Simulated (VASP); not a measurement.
**MgSiSe3: relaxation of cell and atoms with PBE**

The system is MgSiSe3.

```xyz
5
Lattice="4.7340 0.0000 0.0000 0.0000 4.7340 0.0000 0.0000 0.0000 4.7340" Properties=species:S:1:pos:R:3 pbc="T T T"
Mg    0.0000    0.0000    0.0000
Si    2.3670    2.3670    2.3670
Se    0.0000    2.3670    2.3670
Se    2.3670    0.0000    2.3670
Se    2.3670    2.3670    0.0000
```

* Program: VASP 6.6.1
* Task: relaxation of cell and atoms
* Functional: PBE
* Potentials or basis: VASP PAW PBE potentials, release 64 (Mg, Si, Se)
* Cutoff: 600 eV
* k mesh: 4 × 4 × 4
* Occupations: gaussian, width 0.1 eV
* Spin: no spin polarisation
* Dipole correction: no
* Further INCAR settings: ALGO = Normal; EDIFF = 1e-07; IBRION = 2; EDIFFG = -0.04; NSW = 90; ISIF = 3

| Quantity | Value |
| --- | --- |
| Relaxed volume | 23.05 Å³/atom |
| Relaxed cell | a = 4.867 Å, b = 4.867 Å, c = 4.867 Å, α = 90.00°, β = 90.00°, γ = 90.00° |
| Space group after relaxing (to 0.1 Å) | Pm-3m (No. 221) |
| Energy gained by relaxing | 30.1 meV/atom |
| Ionic steps | 3 |
| Pressure after relaxing | 0.0 GPa |
| Band gap on the k mesh | zero (bands 12 and 13 overlap by 1.63 eV) |

Step by step:
```csv
step,energy change (eV),largest force (eV/Å),pressure (GPa),volume (Å³)
1,0.0000,0.0000,5.70,106.09
2,-0.1394,0.0000,-1.25,118.10
3,-0.1506,0.0000,0.01,115.26
```

Final structure:
```cif
data_structure
_symmetry_space_group_name_H-M 'P 1'
_symmetry_Int_Tables_number 1
_cell_length_a 4.8666
_cell_length_b 4.8666
_cell_length_c 4.8666
_cell_angle_alpha 90.000
_cell_angle_beta 90.000
_cell_angle_gamma 90.000
_cell_volume 115.26
loop_
_atom_site_label
_atom_site_type_symbol
_atom_site_fract_x
_atom_site_fract_y
_atom_site_fract_z
_atom_site_occupancy
Mg1 Mg 0.00000 0.00000 0.00000 1
Si1 Si 0.50000 0.50000 0.50000 1
Se1 Se 0.00000 0.50000 0.50000 1
Se2 Se 0.50000 0.00000 0.50000 1
Se3 Se 0.50000 0.50000 0.00000 1
```

Levels at points of the mesh, in eV from the Fermi level:
| k point | band 8 | band 9 | band 10 | band 11 | band 12 | band 13 | band 14 | band 15 | band 16 |
| --- | --- | --- | --- | --- | --- | --- | --- | --- | --- |
| (0.00, 0.00, 0.00) | -0.76 | -0.76 | -0.76 | -0.74 | -0.74 | -0.74 | 0.05 | 4.58 | 4.58 |
| (0.50, 0.00, 0.00) | -2.11 | -2.11 | -1.48 | -0.61 | -0.61 | 0.96 | 1.14 | 3.64 | 4.54 |
| (0.50, 0.50, 0.00) | -2.20 | -1.91 | -1.91 | -1.29 | 0.83 | 1.68 | 2.27 | 2.27 | 3.09 |
| (0.50, 0.50, 0.50) | -1.25 | -1.25 | -0.68 | 0.89 | 0.89 | 0.89 | 2.02 | 2.02 | 2.02 |

It took 110 s on 1 thread of Intel Xeon 8259CL, with other jobs on the host, peak memory 0.26 GiB.
